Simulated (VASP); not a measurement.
# As (R-3m) in VASP: notebook

As is run at these levels: r2SCAN; tasks: single point.

Program: VASP 6.6.1. These are calculated values, not measurements. Logs are shortened: lines on timing, memory, paths and dates and some standing lists are left out, and cuts for length are marked.

## 1. The cell of the first run

Symmetry: R-3m, No. 166, trigonal system. The conventional cell has a = 3.588 Å, b = 3.588 Å, c = 15.224 Å, α = 90.00°, β = 90.00°, γ = 120.00°. Within 3.3 Å of As (site symmetry 3m) lie 3 As at 2.48 Å.

## 2. Single point, r2SCAN

Input file POSCAR:

```
As
1.0
    1.7941882416      1.0358750643      5.0746500533
   -1.7941882416      1.0358750643      5.0746500533
    0.0000000000     -2.0717501285      5.0746500533
As
2
Direct
    0.2114982152      0.2114982152      0.2114982152
    0.7885017848      0.7885017848      0.7885017848
```

Input file INCAR.step1:

```
SYSTEM = As
  ALGO = Normal
  EDIFF = 1E-5
  ENCUT = 560
  GGA = PE
  GGA_COMPAT = .False.
  ISMEAR = 0
  LASPH = .True.
  LCHARG = .False.
  LREAL = .False.
  LWAVE = .True.
  NBANDS = 22
  NELM = 120
  PREC = Accurate
  SIGMA = 0.02
```

Input file INCAR.step2:

```
SYSTEM = As
  ALGO = Normal
  EDIFF = 1E-6
  ENCUT = 560
  GGA_COMPAT = .False.
  ISIF = 2
  ISMEAR = 0
  ISTART = 1
  LASPH = .True.
  LCHARG = .False.
  LMIXTAU = .True.
  LREAL = .False.
  LWAVE = .False.
  METAGGA = R2SCAN
  NBANDS = 22
  NELM = 120
  PREC = Accurate
  SIGMA = 0.02
```

Input file KPOINTS:

```
k-points
0
Gamma
  12 12 12
  0 0 0
```

Potentials or basis: VASP PAW PBE potentials, release 64 (As_d).

Launch:

```
$ cat potpaw_PBE.64/As_d/POTCAR > POTCAR
$ cp INCAR.step1 INCAR
$ mpirun -np 1 vasp_std > vasp.out
$ cp INCAR.step2 INCAR
$ mpirun -np 1 vasp_std > vasp.out
```

OUTCAR:

```text
SYSTEM = As
   EDIFF = 1E-6
   ENCUT = 560
   ISIF = 2
   ISMEAR = 0
   ISTART = 1
   LASPH = .True.
   LREAL = .False.
   METAGGA = R2SCAN
   NELM = 120
   PREC = Accurate

 ion  position               nearest neighbor table
   1  0.211  0.211  0.211-   2 2.48   2 2.48   2 2.48
   2  0.789  0.789  0.789-   1 2.48   1 2.48   1 2.48

  LATTYP: Found a trigonal (rhomboedric) cell.
 ALAT       =     5.4812609643
 COS(alpha) =     0.7857084486

  Lattice vectors:

 A1 = (   1.7941882416,   1.0358750643,   5.0746500533)
 A2 = (  -1.7941882416,   1.0358750643,   5.0746500533)
 A3 = (   0.0000000000,  -2.0717501285,   5.0746500533)

Analysis of symmetry for initial positions (statically):
=====================================================================
 Subroutine PRICEL returns:
 Original cell was already a primitive cell.

 Routine SETGRP: Setting up the symmetry group for a
 trigonal (rhombohedral) supercell.

 Subroutine GETGRP returns: Found 12 space group operations
 (whereof 12 operations were pure point group operations)
 out of a pool of 12 trial point group operations.

The static configuration has the point symmetry D_3d.

Analysis of symmetry for dynamics (positions and initial velocities):
=====================================================================
 Subroutine PRICEL returns:
 Original cell was already a primitive cell.

 Routine SETGRP: Setting up the symmetry group for a
 trigonal (rhombohedral) supercell.

 Subroutine GETGRP returns: Found 12 space group operations
 (whereof 12 operations were pure point group operations)
 out of a pool of 12 trial point group operations.

The dynamic configuration has the point symmetry D_3d.

 Subroutine INISYM returns: Found 12 space group operations
 (whereof 12 operations are pure point group operations),
 and found     1 'primitive' translations

----------------------------------------------------------------------------------------

                                     Primitive cell

  volume of cell :      56.5891

  direct lattice vectors                    reciprocal lattice vectors
     1.794188242  1.035875064  5.074650053     0.278677559  0.160894564  0.065685974
    -1.794188242  1.035875064  5.074650053    -0.278677559  0.160894564  0.065685974
     0.000000000 -2.071750129  5.074650053     0.000000000 -0.321789128  0.065685974

  length of vectors
     5.481260964  5.481260964  5.481260964     0.328424862  0.328424862  0.328424862

  position of ions in fractional coordinates (direct lattice)
     0.211498215  0.211498215  0.211498215
     0.788501785  0.788501785  0.788501785

  ion indices of the primitive-cell ions
   primitive index   ion index
                 1           1
                 2           2

----------------------------------------------------------------------------------------

 KPOINTS: k-points

Automatic generation of k-mesh.
 Grid dimensions read from file:
 generate k-points for:   12   12   12

 Generating k-lattice:

  Cartesian coordinates                     Fractional coordinates (reciprocal lattice)
     0.023223130  0.013407880  0.005473831     0.083333333 -0.000000000  0.000000000
    -0.023223130  0.013407880  0.005473831    -0.000000000  0.083333333  0.000000000
     0.000000000 -0.026815761  0.005473831     0.000000000  0.000000000  0.083333333

  Length of vectors
     0.027368738  0.027368738  0.027368738

  Shift w.r.t. Gamma in fractional coordinates (k-lattice)
     0.000000000  0.000000000  0.000000000

 Subroutine IBZKPT returns following result:
 ===========================================

 Found    189 irreducible k-points:

 Following reciprocal coordinates:
            Coordinates               Weight
  0.000000  0.000000  0.000000      1.000000
  0.083333 -0.000000 -0.000000      6.000000
  0.166667 -0.000000 -0.000000      6.000000
  0.250000 -0.000000  0.000000      6.000000
  0.333333  0.000000 -0.000000      6.000000
  0.416667  0.000000  0.000000      6.000000
[... 16 lines left out ...]
  0.500000  0.166667  0.000000     12.000000
 -0.416667  0.166667  0.000000     12.000000
 [... further k-points ...]
   k-points           NKPTS =    189   k-points in BZ     NKDIM =    189   number of bands    NBANDS=     22
   number of dos      NEDOS =    301   number of ions     NIONS =      2
   total plane-waves  NPLWV =  74088
   dimension x,y,z NGX =    42 NGY =   42 NGZ =   42
   dimension x,y,z NGXF=    84 NGYF=   84 NGZF=   84
   ions per type =               2
   NGX,Y,Z   is equivalent  to a cutoff of  12.74, 12.74, 12.74 a.u.
   NGXF,Y,Z  is equivalent  to a cutoff of  25.48, 25.48, 25.48 a.u.
 SYSTEM =  As
   PREC   = accura    normal or accurate (medium, high low for compatibility)
   ISTART =      1    job   : 0-new  1-cont  2-samecut
   ICHARG =      0    charge: 1-file 2-atom 10-const
   ISPIN  =      1    spin polarized calculation?
   LNONCOLLINEAR =      F non collinear calculations
   LSORBIT =      F    spin-orbit coupling
   LASPH  =      T    aspherical Exc in radial PAW
   ENCUT  =  560.0 eV  41.16 Ry    6.42 a.u.  10.58 10.58 10.58*2*pi/ulx,y,z
   NELM   =    120;   NELMIN=  2; NELMDL=  0     # of ELM steps
   EDIFF  = 0.1E-05   stopping-criterion for ELM
   LREAL  =      F    real-space projection
   EDIFFG = 0.1E-04   stopping-criterion for IOM
   NSW    =      0    number of steps for IOM
   IBRION =     -1    ionic relax: 0-MD 1-quasi-New 2-CG
   NFREE  =      0    steps in history (QN), initial steepest desc. (CG)
   ISIF   =      2    stress and relaxation
   ISYM   =      2    0-nonsym 1-usesym 2-fastsym
   POTIM  = 0.5000    time-step for ionic-motion
   TEBEG  =    0.0;   TEEND  =   0.0 temperature during run
   PSTRESS=    0.0 pullay stress
   NELECT =      30.0000    total number of electrons
   NUPDOWN=      -1.0000    fix difference up-down
   EMIN   =  10.00;   EMAX   =-10.00  energy-range for DOS
   EFERMI =   0.00;   METHOD = LEGACY
   ISMEAR =     0;   SIGMA  =   0.02  broadening in eV -4-tet -1-fermi 0-gaus
   EFERMI_NEDOS =   21; number of points for ismear=-14 and -15
   IALGO  =     38    algorithm
   IMIX   =      4    mixing-type and parameters
     AMIX     =   0.40;   BMIX     =  1.00
     AMIX_MAG =   1.60;   BMIX_MAG =  1.00
  volume/ion in A,a.u.               =      28.29       190.94
  Fermi-wavevector in a.u.,A,eV,Ry     =   1.324965  2.503820 23.885459  1.755532
  Thomas-Fermi vector in A             =   2.454461
   LORBIT       =      0    0 simple, 1 ext, 2 COOP (PROOUT), +10 PAW based schemes
   METAGGA = R2SCAN    functional components
   LHFCALC =     F    Hartree Fock is set to
   AEXX    =    0.0000 exact exchange contribution
   IVDW    =     0    specifies the selected vdW correction
   LEPSILON=     F    determine dielectric tensor
   LRPA    =     F    only Hartree local field effects (RPA)
 non-spin polarized calculation
 Gauss-broadening in eV      SIGMA  =   0.02
  energy-cutoff  :      560.00
  volume of cell :       56.59
 maximum number of plane-waves:      1722
   NGX = 21   NGY = 21   NGZ = 21

 number of electron      29.9999999 magnetization

 Free energy of the ion-electron system (eV)
  ---------------------------------------------------
  ext. energy  EPLUGINS =         0.00000000
  ---------------------------------------------------
  free energy    TOTEN  =       -29.48568024 eV

  energy without entropy =      -29.48568024  energy(sigma->0) =      -29.48568024

 E-fermi :   1.4805     XC(G=0):  -9.7075

 val. band max:        1.4050989746   @ k =   0.5000   0.5000   0.5000
 cond. band min:       1.9799320809   @ k =   0.3333   0.0000  -0.0000
 fundamental gap:      0.5748331063
 Fermi energy:         1.4805092797

 k-point     1 :       0.0000    0.0000    0.0000
  band No.  band energies     occupation
      1     -35.4047      2.00000
      2     -35.4047      2.00000
      3     -35.3575      2.00000
      4     -35.3575      2.00000
      5     -35.3008      2.00000
      6     -35.2730      2.00000
[... 14 lines left out ...]
     21      11.0955      0.00000
     22      11.4763      0.00000

 k-point     2 :       0.0833   -0.0000   -0.0000
  band No.  band energies     occupation
      1     -35.4045      2.00000
      2     -35.4025      2.00000
      3     -35.3569      2.00000
      4     -35.3556      2.00000
      5     -35.3006      2.00000
      6     -35.2742      2.00000
[... 14 lines left out ...]
     21      10.9506      0.00000
     22      11.4302      0.00000

 k-point     3 :       0.1667   -0.0000   -0.0000
  band No.  band energies     occupation
      1     -35.4039      2.00000
      2     -35.3962      2.00000
      3     -35.3550      2.00000
      4     -35.3504      2.00000
      5     -35.3003      2.00000
      6     -35.2777      2.00000
[... 14 lines left out ...]
     21      10.9815      0.00000
     22      12.0830      0.00000

 k-point     4 :       0.2500   -0.0000    0.0000
  band No.  band energies     occupation
      1     -35.4030      2.00000
      2     -35.3870      2.00000
      3     -35.3515      2.00000
      4     -35.3426      2.00000
      5     -35.2998      2.00000
      6     -35.2834      2.00000
[... 14 lines left out ...]
     21      11.6251      0.00000
     22      12.6554      0.00000

 k-point     5 :       0.3333    0.0000   -0.0000
  band No.  band energies     occupation
      1     -35.4019      2.00000
      2     -35.3776      2.00000
      3     -35.3449      2.00000
      4     -35.3330      2.00000
      5     -35.3002      2.00000
      6     -35.2908      2.00000
[... 417 lines left out ...]
 k-point    22 :       0.4167    0.1667   -0.0000
  band No.  band energies     occupation
      1     -35.4027      2.00000
      2     -35.3696      2.00000
      3     -35.3454      2.00000
      4     -35.3297      2.00000
      5     -35.2988      2.00000
      6     -35.2965      2.00000
[... 14 lines left out ...]
     21      12.1789      0.00000
     22      13.1933      0.00000

 k-point    23 :       0.5000    0.1667    0.0000
  band No.  band energies     occupation
      1     -35.4023      2.00000
      2     -35.3621      2.00000
      3     -35.3364      2.00000
      4     -35.3200      2.00000
      5     -35.3079      2.00000
      6     -35.2996      2.00000
[... 14 lines left out ...]
     21      12.0381      0.00000
     22      13.6080      0.00000

 k-point    24 :      -0.4167    0.1667    0.0000
  band No.  band energies     occupation
      1     -35.4021      2.00000
      2     -35.3598      2.00000
      3     -35.3263      2.00000
      4     -35.3204      2.00000
      5     -35.3084      2.00000
      6     -35.3059      2.00000
[... 14 lines left out ...]
     21      12.0096      0.00000
     22      14.0374      0.00000

 [... further k-points ...]
[... 5 lines left out ...]
  --------------------------------------------------------------------------------------
  -------------------------------------------------------------------------------------
  Total        0.0342228      0.0342228      0.0629723      0.0000000      0.0000000      0.0000000
  in kB        0.9689329      0.9689329      1.7829025      0.0000000      0.0000000      0.0000000
  external PRESSURE =       1.2402561 kB  Pullay stress =       0.0000000 kB

 VOLUME and BASIS-vectors are now :
 -----------------------------------------------------------------------------
  energy-cutoff  :      560.00
  volume of cell :       56.59
      direct lattice vectors                 reciprocal lattice vectors
     1.794188242  1.035875064  5.074650053     0.278677559  0.160894564  0.065685974
    -1.794188242  1.035875064  5.074650053    -0.278677559  0.160894564  0.065685974
     0.000000000 -2.071750129  5.074650053     0.000000000 -0.321789128  0.065685974

 POSITION                                       TOTAL-FORCE (eV/Angst)
 -----------------------------------------------------------------------------------
      0.00000      0.00000      3.21984         0.000000      0.000000      0.042549
      0.00000      0.00000     12.00411         0.000000     -0.000000     -0.042549
 -----------------------------------------------------------------------------------
    total drift:                                0.000000     -0.000000      0.000000

  FREE ENERGIE OF THE ION-ELECTRON SYSTEM (eV)
  ---------------------------------------------------
  free  energy   TOTEN  =       -29.4856802447 eV

  energy  without entropy=      -29.4856802447  energy(sigma->0) =      -29.48568024
```

Run time: 11 min. Hardware: 1 thread of Intel Xeon Platinum 8559C (Emerald Rapids), shared host; peak memory 0.4 GiB.

Results:

- Free energy: -29.4857 eV
- Pressure: 0.1 GPa
- Largest force: 0.043 eV/Å

Forces in eV/Å, atoms in the order of the input:
```
As   0.000  0.000  0.043
As   0.000  0.000 -0.043
```

Caveat: the PAW data sets were made with another functional, which shifts forces and pressure a little.

(Continued in part 2 of 2.)
